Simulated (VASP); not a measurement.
Set up this calculation in VASP 6.6.1, as the native input.

| Item | Value |
| --- | --- |
| Task | single point |
| Functional | HSE06 |
| Potentials or basis | VASP PAW PBE potentials, release 64 (Mg, O) |
| Cutoff | 520 eV |
| k mesh | 6 × 6 × 6 |
| Occupations | gaussian, width 0.01 eV |
| Spin | no spin polarisation |
| Dipole correction | no |
| Grid for exact exchange (PRECFOCK) | Normal |
| Further INCAR settings | ALGO = Normal; EDIFF = 1e-07; NBANDS = 11 |
| Screening parameter | 0.2079 1/Å |

Crystal: MgO.

```
CELL_PARAMETERS angstrom
2.65562 0.00000 0.00000
0.00000 2.65562 0.00000
0.00000 0.00000 2.65562
ATOMIC_POSITIONS crystal
Mg 0.00000 0.00000 0.00000
O 0.50000 0.50000 0.50000
```

This cell differs from its parent crystal: strain +1.2%.

One way to write it, as run:

POSCAR

```
MgO
1.0
    2.6556162495      0.0000000000      0.0000000000
    0.0000000000      2.6556162495      0.0000000000
    0.0000000000      0.0000000000      2.6556162495
Mg O
1 1
Direct
    0.0000000000      0.0000000000      0.0000000000
    0.5000000000      0.5000000000      0.5000000000
```

INCAR.step1

```
ALGO = Normal
EDIFF = 1E-5
ENCUT = 520
GGA = PE
ISIF = 2
ISMEAR = 0
LASPH = T
LCHARG = F
LREAL = F
LWAVE = T
NBANDS = 11
NELM = 80
PREC = Accurate
SIGMA = 0.01
```

INCAR.step2

```
ALGO = Normal
EDIFF = 1E-7
ENCUT = 520
GGA = PE
HFSCREEN = 0.2079
ISIF = 2
ISMEAR = 0
ISTART = 1
LASPH = T
LCHARG = F
LHFCALC = T
LREAL = F
LWAVE = F
NBANDS = 11
NELM = 80
PREC = Accurate
PRECFOCK = Normal
SIGMA = 0.01
```

KPOINTS

```
k-points
0
Gamma
  6 6 6
```

Potentials or basis: VASP PAW PBE potentials, release 64 (Mg, O).

Run with:

```sh
$ cat potpaw_PBE.64/Mg/POTCAR potpaw_PBE.64/O/POTCAR > POTCAR
$ cp INCAR.step1 INCAR
$ mpirun -np 1 vasp_std > vasp.out
$ cp INCAR.step2 INCAR
$ mpirun -np 1 vasp_std > vasp.out
```

Results of the run:

```yaml
Pressure: -6.5 GPa
Band_gap_on_the_k_mesh: 3.77 eV, indirect (least direct gap 4.82 eV)
```

Caveat: the cell differs from its parent crystal (strain +1.2%); the PAW data sets were made with another functional, which shifts forces and pressure a little.

It took 5.6 min on 1 thread of Intel Xeon 6975P-C, on a shared host, peak memory 0.24 GiB.
